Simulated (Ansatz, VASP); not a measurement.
## One calculation of Mn, two programs

```
Mn
1.0
     4.07722    0.00000    0.00000
    -2.03861    3.53097    0.00000
     0.00000    0.00000    2.55613
Mn
3
Direct
  0.00000 0.00000 0.00000
  0.33333 0.66667 0.50000
  0.66667 0.33333 0.50000
```

Alike in both runs: task single point; functional revPBE; k mesh 10 × 10 × 14; occupations fermi-dirac, width 0.1 eV; no spin polarisation.

|  | VASP | Ansatz |
| --- | --- | --- |
| version | VASP 6.6.1 | Ansatz 0.2.0 |
| potentials or method | VASP PAW PBE potentials, release 64 (Mn_pv), cutoff 520 eV | plane waves (420 eV) with PAW, scalar-relativistic |
| valence electrons in the cell | 39 | 45 |

VASP gave:

* pressure (GPa): -22.9
* traceless stress, the component that is largest in VASP (GPa): 1.03

Task: Estimate Ansatz's values.

Result: Pressure (GPa): -23.0; traceless stress, the component that is largest in VASP (GPa): 1.07.

VASP's potentials were made for PBE, not for revPBE. VASP's potentials hold 39 valence electrons a cell and Ansatz's 45, so a difference there can come from the potentials and not from the codes.
